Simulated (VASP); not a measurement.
Set up this calculation in VASP 6.6.1, as the native input.

```yaml
Task: single point
Functional: LDA
Potentials_or_basis: VASP PAW LDA potentials, release 64 (Ir)
Cutoff: 520 eV
k_mesh: 18 × 18 × 10
Occupations: gaussian, width 0.15 eV
Spin: no spin polarisation
Dipole_correction: no
Further_INCAR_settings: ALGO = Normal; EDIFF = 1e-06; NBANDS = 16
```

The structure of Ir lies in POSCAR:

```
Ir
1.0
    2.6511000000      0.0000000000      0.0000000000
   -1.3255500000      2.2959199480      0.0000000000
    0.0000000000      0.0000000000      4.2693000000
Ir
2
Direct
    0.6666666667      0.3333333333      0.7500000000
    0.3333333333      0.6666666667      0.2500000000
```

This isn't the form of Ir at room conditions, which is fcc.

The input as run:

INCAR

```
SYSTEM = Ir
ALGO     = Normal         ! electronic algorithm
EDIFF    = 1E-6           ! SCF threshold, eV
ENCUT    = 520            ! plane-wave cutoff, eV
ISIF     = 2              ! what is computed and relaxed
ISMEAR   = 0              ! smearing method
LASPH    = .True.         ! aspherical terms in the spheres
LCHARG   = .True.         ! write CHGCAR
LELF     = .True.         ! ELF
LREAL    = .False.        ! projectors in reciprocal space
LVHAR    = .True.       
LWAVE    = .False.        ! write WAVECAR
NBANDS   = 16             ! bands
NELM     = 80             ! most SCF steps
PREC     = Accurate       ! precision mode
SIGMA    = 0.15           ! smearing width, eV
```

KPOINTS

```
k-points
0
Gamma
  18 18 10
  0 0 0
```

Potentials or basis: VASP PAW LDA potentials, release 64 (Ir).

Command:

```bash
$ cat potpaw_LDA.64/Ir/POTCAR > POTCAR
$ mpirun -np 1 vasp_std > vasp.out
```

It gave:

- Pressure: 35.7 GPa
- Band gap on the k mesh: zero (bands 9 and 10 overlap by 3.92 eV)

Caveat: the cell stands under pressure; spin-orbit coupling is left out, which moves the levels of the heavy elements.

Run time: 27 s on 1 thread of Intel(R) Xeon(R) 6975P-C (Granite Rapids), on a shared host, peak memory 0.19 GiB.
